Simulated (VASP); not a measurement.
# Ti (Im-3m) in VASP: notebook

Ti is run at these levels: LDA; tasks: single point.

All numbers are computed with VASP 6.6.1; they aren't measurements. Logs are shortened: lines on timing, memory, paths and dates and some standing lists are left out, and cuts for length are marked.

### Step 1. The cell of the first run

The structure is cubic, space group Im-3m (No. 229). The conventional cell has a = 3.088 Å, b = 3.088 Å, c = 3.088 Å, α = 90.00°, β = 90.00°, γ = 90.00°. Within 3.5 Å of Ti (site symmetry m-3m) lie 14 Ti at 2.67 to 3.09 Å.

### Step 2. Single point, LDA

File INCAR:

```
SYSTEM = Ti
PREC     = Accurate       ! precision mode
ENCUT    = 520            ! plane-wave cutoff, eV
EDIFF    = 1E-7           ! SCF threshold, eV
ISMEAR   = 1              ! smearing method
SIGMA    = 0.05           ! smearing width, eV
LREAL    = .False.        ! projectors in reciprocal space
LASPH    = .True.         ! aspherical terms in the spheres
NELM     = 60             ! most SCF steps
ALGO     = Normal         ! electronic algorithm
ISIF     = 2              ! what is computed and relaxed
LWAVE    = .False.        ! write WAVECAR
LCHARG   = .True.         ! write CHGCAR
GGA      = CA             ! functional
LELF     = .True.         ! ELF
LVHAR    = .True.       
NBANDS   = 12             ! bands
```

File KPOINTS:

```
regular mesh
0
Gamma
  19 19 19
  0 0 0
```

File POSCAR:

```
Ti
1.0
    1.5442236436      1.5442236436      1.5442236436
   -1.5442236436      1.5442236436      1.5442236436
   -1.5442236436     -1.5442236436      1.5442236436
Ti
1
Direct
    0.0000000000      0.0000000000      0.0000000000
```

Potentials or basis: VASP PAW LDA potentials, release 64 (Ti_sv).

Run with:

```
$ cat potpaw_LDA.64/Ti_sv/POTCAR > POTCAR
$ mpirun -np 1 vasp_std > vasp.out
```

OUTCAR:

```text
SYSTEM = Ti
   PREC = Accurate
   ENCUT = 520
   EDIFF = 1E-7
   ISMEAR = 1
   LREAL = .False.
   LASPH = .True.
   NELM = 60
   ISIF = 2
   GGA = CA

 ion  position               nearest neighbor table
   1  0.000  0.000  0.000-

  LATTYP: Found a body centered cubic cell.
 ALAT       =     3.0884472872

  Lattice vectors:

 A1 = (   1.5442236436,  -1.5442236436,  -1.5442236436)
 A2 = (   1.5442236436,   1.5442236436,   1.5442236436)
 A3 = (  -1.5442236436,  -1.5442236436,   1.5442236436)

Analysis of symmetry for initial positions (statically):
=====================================================================
 Subroutine PRICEL returns:
 Original cell was already a primitive cell.

 Routine SETGRP: Setting up the symmetry group for a
 body centered cubic supercell.

 Subroutine GETGRP returns: Found 48 space group operations
 (whereof 48 operations were pure point group operations)
 out of a pool of 48 trial point group operations.

The static configuration has the point symmetry O_h .

Analysis of symmetry for dynamics (positions and initial velocities):
=====================================================================
 Subroutine PRICEL returns:
 Original cell was already a primitive cell.

 Routine SETGRP: Setting up the symmetry group for a
 body centered cubic supercell.

 Subroutine GETGRP returns: Found 48 space group operations
 (whereof 48 operations were pure point group operations)
 out of a pool of 48 trial point group operations.

The dynamic configuration has the point symmetry O_h .

 Subroutine INISYM returns: Found 48 space group operations
 (whereof 48 operations are pure point group operations),
 and found     1 'primitive' translations

----------------------------------------------------------------------------------------

                                     Primitive cell

  volume of cell :      14.7296

  direct lattice vectors                    reciprocal lattice vectors
     1.544223644  1.544223644  1.544223644     0.323787297  0.000000000  0.323787297
    -1.544223644  1.544223644  1.544223644    -0.323787297  0.323787297  0.000000000
    -1.544223644 -1.544223644  1.544223644     0.000000000 -0.323787297  0.323787297

  length of vectors
     2.674673809  2.674673809  2.674673809     0.457904387  0.457904387  0.457904387

  position of ions in fractional coordinates (direct lattice)
     0.000000000  0.000000000  0.000000000

  ion indices of the primitive-cell ions
   primitive index   ion index
                 1           1

----------------------------------------------------------------------------------------

 KPOINTS: regular mesh

Automatic generation of k-mesh.
 Grid dimensions read from file:
 generate k-points for:   19   19   19

 Generating k-lattice:

  Cartesian coordinates                     Fractional coordinates (reciprocal lattice)
     0.017041437  0.000000000  0.017041437     0.052631579  0.000000000  0.000000000
    -0.017041437  0.017041437  0.000000000     0.000000000  0.052631579  0.000000000
     0.000000000 -0.017041437  0.017041437     0.000000000  0.000000000  0.052631579

  Length of vectors
     0.024100231  0.024100231  0.024100231

  Shift w.r.t. Gamma in fractional coordinates (k-lattice)
     0.000000000  0.000000000  0.000000000

 Subroutine IBZKPT returns following result:
 ===========================================

 Found    220 irreducible k-points:

 Following reciprocal coordinates:
            Coordinates               Weight
  0.000000  0.000000  0.000000      1.000000
  0.052632  0.000000  0.000000     12.000000
  0.105263  0.000000  0.000000     12.000000
  0.157895  0.000000  0.000000     12.000000
  0.210526  0.000000  0.000000     12.000000
  0.263158  0.000000  0.000000     12.000000
[... 16 lines left out ...]
  0.368421  0.105263 -0.000000     48.000000
  0.421053  0.105263 -0.000000     48.000000
 [... further k-points ...]
   k-points           NKPTS =    220   k-points in BZ     NKDIM =    220   number of bands    NBANDS=     12
   number of dos      NEDOS =    301   number of ions     NIONS =      1
   total plane-waves  NPLWV =   8000
   dimension x,y,z NGX =    20 NGY =   20 NGZ =   20
   dimension x,y,z NGXF=    40 NGYF=   40 NGZF=   40
   ions per type =               1
   NGX,Y,Z   is equivalent  to a cutoff of  12.43, 12.43, 12.43 a.u.
   NGXF,Y,Z  is equivalent  to a cutoff of  24.86, 24.86, 24.86 a.u.
 SYSTEM =  Ti
   PREC   = accura    normal or accurate (medium, high low for compatibility)
   ISTART =      0    job   : 0-new  1-cont  2-samecut
   ICHARG =      2    charge: 1-file 2-atom 10-const
   ISPIN  =      1    spin polarized calculation?
   LNONCOLLINEAR =      F non collinear calculations
   LSORBIT =      F    spin-orbit coupling
   LASPH  =      T    aspherical Exc in radial PAW
   ENCUT  =  520.0 eV  38.22 Ry    6.18 a.u.   4.97  4.97  4.97*2*pi/ulx,y,z
   NELM   =     60;   NELMIN=  2; NELMDL= -5     # of ELM steps
   EDIFF  = 0.1E-06   stopping-criterion for ELM
   LREAL  =      F    real-space projection
   EDIFFG = 0.1E-05   stopping-criterion for IOM
   NSW    =      0    number of steps for IOM
   IBRION =     -1    ionic relax: 0-MD 1-quasi-New 2-CG
   NFREE  =      0    steps in history (QN), initial steepest desc. (CG)
   ISIF   =      2    stress and relaxation
   ISYM   =      2    0-nonsym 1-usesym 2-fastsym
   POTIM  = 0.5000    time-step for ionic-motion
   TEBEG  =    0.0;   TEEND  =   0.0 temperature during run
   PSTRESS=    0.0 pullay stress
   NELECT =      12.0000    total number of electrons
   NUPDOWN=      -1.0000    fix difference up-down
   EMIN   =  10.00;   EMAX   =-10.00  energy-range for DOS
   EFERMI =   0.00;   METHOD = LEGACY
   ISMEAR =     1;   SIGMA  =   0.05  broadening in eV -4-tet -1-fermi 0-gaus
   EFERMI_NEDOS =   21; number of points for ismear=-14 and -15
   IALGO  =     38    algorithm
   IMIX   =      4    mixing-type and parameters
     AMIX     =   0.40;   BMIX     =  1.00
     AMIX_MAG =   1.60;   BMIX_MAG =  1.00
  volume/ion in A,a.u.               =      14.73        99.40
  Fermi-wavevector in a.u.,A,eV,Ry     =   1.528991  2.889375 31.807901  2.337815
  Thomas-Fermi vector in A             =   2.636674
   LORBIT       =      0    0 simple, 1 ext, 2 COOP (PROOUT), +10 PAW based schemes
   GGA     = CA    functional components
   LHFCALC =     F    Hartree Fock is set to
   AEXX    =    0.0000 exact exchange contribution
   IVDW    =     0    specifies the selected vdW correction
   LEPSILON=     F    determine dielectric tensor
   LRPA    =     F    only Hartree local field effects (RPA)
 non-spin polarized calculation
 Methfessel and Paxton  Order N= 1 SIGMA  =   0.05
  energy-cutoff  :      520.00
  volume of cell :       14.73
 maximum number of plane-waves:       414
   NGX =  9   NGY =  9   NGZ =  9

 number of electron      12.0000002 magnetization

 Free energy of the ion-electron system (eV)
  ---------------------------------------------------
  ext. energy  EPLUGINS =         0.00000000
  ---------------------------------------------------
  free energy    TOTEN  =        -8.43047465 eV

  energy without entropy =       -8.43065817  energy(sigma->0) =       -8.43053582

 E-fermi :   9.6864     XC(G=0): -12.5900

 val. band max:        9.6833444855   @ k =   0.4211   0.2105   0.0000
 cond. band min:       9.6896436671   @ k =   0.2632   0.2105   0.2105
 fundamental gap:      0.0062991816
 Fermi energy:         9.6864385982

 k-point     1 :       0.0000    0.0000    0.0000
  band No.  band energies     occupation
      1     -45.8911      2.00000
      2     -21.8516      2.00000
      3     -21.8516      2.00000
      4     -21.8516      2.00000
      5       3.5103      2.00000
      6      10.7485      0.00000
      7      10.7485      0.00000
      8      10.7485      0.00000
      9      12.9162      0.00000
     10      12.9162      0.00000
     11      28.3526      0.00000
     12      28.3526      0.00000

 k-point     2 :       0.0526    0.0000    0.0000
  band No.  band energies     occupation
      1     -45.8841      2.00000
      2     -21.8850      2.00000
      3     -21.8614      2.00000
      4     -21.8519      2.00000
      5       3.6224      2.00000
      6      10.6930      0.00000
      7      10.7346      0.00000
      8      10.8352      0.00000
      9      12.8473      0.00000
     10      12.9191      0.00000
     11      28.2855      0.00000
     12      28.3691      0.00000

 k-point     3 :       0.1053    0.0000    0.0000
  band No.  band energies     occupation
      1     -45.8637      2.00000
      2     -21.9812      2.00000
      3     -21.8898      2.00000
      4     -21.8528      2.00000
      5       3.9493      2.00000
      6      10.5362     -0.00000
      7      10.6750     -0.00000
      8      11.0908      0.00000
      9      12.6869      0.00000
     10      12.9298      0.00000
     11      28.0225      0.00000
     12      28.3473      0.00000

 k-point     4 :       0.1579    0.0000    0.0000
  band No.  band energies     occupation
      1     -45.8320      2.00000
      2     -22.1277      2.00000
      3     -21.9335      2.00000
      4     -21.8543      2.00000
      5       4.4614      2.00000
      6      10.3037     -0.00000
      7      10.5319     -0.00000
      8      11.5019      0.00000
      9      12.5458      0.00000
     10      12.9543      0.00000
     11      27.4353      0.00000
     12      28.1052      0.00000

 k-point     5 :       0.2105    0.0000    0.0000
  band No.  band energies     occupation
      1     -45.7923      2.00000
      2     -22.3071      2.00000
      3     -21.9874      2.00000
      4     -21.8562      2.00000
      5       5.1031      2.00000
      6      10.0291     -0.00000
      7      10.3126     -0.00000
      8      12.0448      0.00000
      9      12.5129      0.00000
     10      12.9985      0.00000
     11      26.4604      0.00000
     12      27.5265      0.00000
[... 228 lines left out ...]
      1     -45.7766      2.00000
      2     -22.3619      2.00000
      3     -21.9884      2.00000
      4     -21.8931      2.00000
      5       5.3823      2.00000
      6      10.0009     -0.00000
      7      10.0872     -0.00000
      8      12.3289      0.00000
      9      12.3812      0.00000
     10      13.1430      0.00000
     11      26.4172      0.00000
     12      27.1681      0.00000

 k-point    22 :       0.3158    0.1053    0.0000
  band No.  band energies     occupation
      1     -45.7354      2.00000
      2     -22.5281      2.00000
      3     -22.0545      2.00000
      4     -21.8986      2.00000
      5       6.0526      2.00000
      6       9.7113      0.26328
      7       9.9011     -0.00000
      8      12.3978      0.00000
      9      13.0258      0.00000
     10      13.2432      0.00000
     11      25.2216      0.00000
     12      26.3478      0.00000

 k-point    23 :       0.3684    0.1053   -0.0000
  band No.  band energies     occupation
      1     -45.6949      2.00000
      2     -22.6860      2.00000
      3     -22.1210      2.00000
      4     -21.9025      2.00000
      5       6.6263      2.00000
      6       9.4635      2.00000
      7       9.8662     -0.00000
      8      12.5404      0.00000
      9      13.3058      0.00000
     10      13.7625      0.00000
     11      23.7980      0.00000
     12      25.5948      0.00000

 k-point    24 :       0.4211    0.1053   -0.0000
  band No.  band energies     occupation
      1     -45.6598      2.00000
      2     -22.8199      2.00000
      3     -22.1789      2.00000
      4     -21.9056      2.00000
      5       6.9580      2.00000
      6       9.2744      2.00000
      7      10.1042     -0.00000
      8      12.7101      0.00000
      9      13.3915      0.00000
     10      14.4602      0.00000
     11      22.3835      0.00000
     12      24.9467      0.00000

 [... further k-points ...]

------------------------ aborting loop because EDIFF is reached ----------------------------------------

  FORCE on cell =-STRESS in cart. coord.  units (eV):
  Direction    XX          YY          ZZ          XY          YZ          ZX
  --------------------------------------------------------------------------------------
  -------------------------------------------------------------------------------------
  Total        0.8971405      0.8971405      0.8971405     -0.0000000     -0.0000000     -0.0000000
  in kB       97.5844091     97.5844091     97.5844091     -0.0000000     -0.0000000     -0.0000000
  external PRESSURE =      97.5844091 kB  Pullay stress =       0.0000000 kB

 VOLUME and BASIS-vectors are now :
 -----------------------------------------------------------------------------
  energy-cutoff  :      520.00
  volume of cell :       14.73
      direct lattice vectors                 reciprocal lattice vectors
     1.544223644  1.544223644  1.544223644     0.323787297  0.000000000  0.323787297
    -1.544223644  1.544223644  1.544223644    -0.323787297  0.323787297  0.000000000
    -1.544223644 -1.544223644  1.544223644     0.000000000 -0.323787297  0.323787297

 POSITION                                       TOTAL-FORCE (eV/Angst)
 -----------------------------------------------------------------------------------
      0.00000      0.00000      0.00000         0.000000     -0.000000      0.000000
 -----------------------------------------------------------------------------------
    total drift:                               -0.000000      0.000000      0.000000

  FREE ENERGIE OF THE ION-ELECTRON SYSTEM (eV)
  ---------------------------------------------------
  free  energy   TOTEN  =        -8.4304746453 eV

  energy  without entropy=       -8.4306581736  energy(sigma->0) =       -8.43053582
```

It took 29 s on 1 thread of Intel Xeon Platinum 8488C (Sapphire Rapids), shared host; peak memory 0.14 GiB.

What came out:

| Property | Result |
| --- | --- |
| Free energy | -8.4305 eV |
| Pressure | 9.8 GPa |
| Band gap on the k mesh | zero (band 6 reaches 10.75 eV, above the bottom of band 7 at 9.05 eV) |

### Step 3. Single point, LDA

This run uses another cell than the first one, of 15.84 Å³/atom, 1.075 times its volume.

File INCAR:

```
PREC = Accurate ; ENCUT = 520
EDIFF = 1E-6 ; ISMEAR = 1
SIGMA = 0.05 ; LREAL = F
LASPH = T ; NELM = 60
ALGO = Normal ; ISIF = 2
LWAVE = F ; LCHARG = F
GGA = CA ; NBANDS = 12
```

File KPOINTS:

```
regular mesh
0
Gamma
  19 19 19
```

File POSCAR:

```
Ti
1.0
    1.5820638027      1.5820638027      1.5820638027
   -1.5820638027      1.5820638027      1.5820638027
   -1.5820638027     -1.5820638027      1.5820638027
Ti
1
Direct
    0.0000000000      0.0000000000      0.0000000000
```

Potentials or basis: VASP PAW LDA potentials, release 64 (Ti_sv).

Run with:

```
$ cat potpaw_LDA.64/Ti_sv/POTCAR > POTCAR
$ mpirun -np 1 vasp_std > vasp.out
```

Wall time 18 s (1 thread of Intel Xeon Platinum 8488C (Sapphire Rapids), shared host); peak memory 0.14 GiB.

Results (log left out):

- Free energy: -8.4625 eV
- Pressure: -0.1 GPa
- Band gap on the k mesh: zero (band 6 reaches 9.86 eV, above the bottom of band 7 at 8.21 eV)

Levels at points of the mesh, in eV from the Fermi level:
| k point | band 4 | band 5 | band 6 | band 7 | band 8 | band 9 |
| --- | --- | --- | --- | --- | --- | --- |
| (0.00, 0.00, 0.00) | -31.77 | -6.06 | 1.02 | 1.02 | 1.02 | 3.00 |
